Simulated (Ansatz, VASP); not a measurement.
# Two plane-wave programs on Ge2Sb2Se

```
Ge Sb Se
1.0
     4.11336    0.00000    0.00000
     0.00000    4.11336    0.00000
     0.00000    0.00000    8.46669
Ge Sb Se
2 2 1
Direct
  0.50000 0.50000 0.21349
  0.50000 0.50000 0.78651
  0.00000 0.00000 0.83359
  0.00000 0.00000 0.16641
  0.50000 0.50000 0.50000
```

Alike in both runs: functional PBE; k mesh 10 × 10 × 6; occupations gaussian, width 0.1 eV; no spin polarisation.

Ansatz relaxed the structure, and its values are those at the end. VASP's run is a single point on that final structure, the one shown.

```csv
,VASP,Ansatz
version,VASP 6.6.1,Ansatz 0.2.0
potentials or method,"VASP PAW PBE potentials, release 64 (Ge_d, Sb, Se), cutoff 520 eV","scalar-relativistic, plane waves, PAW"
valence electrons in the cell,44,74
```

```tsv
	VASP	Ansatz	Ansatz less VASP
gap on the k mesh at the Fermi level (eV)	none	none	-
pressure (GPa)	0.0	0.0	-0.03
rms of the force components (eV/Å)	0.011	0.002	-0.0088
```

A gap of «none» marks a metal or a gap that the smearing closes. VASP's potentials hold 44 valence electrons a cell and Ansatz's 74, so a difference there can come from the potentials and not from the codes.

Neither program's run includes spin-orbit coupling.
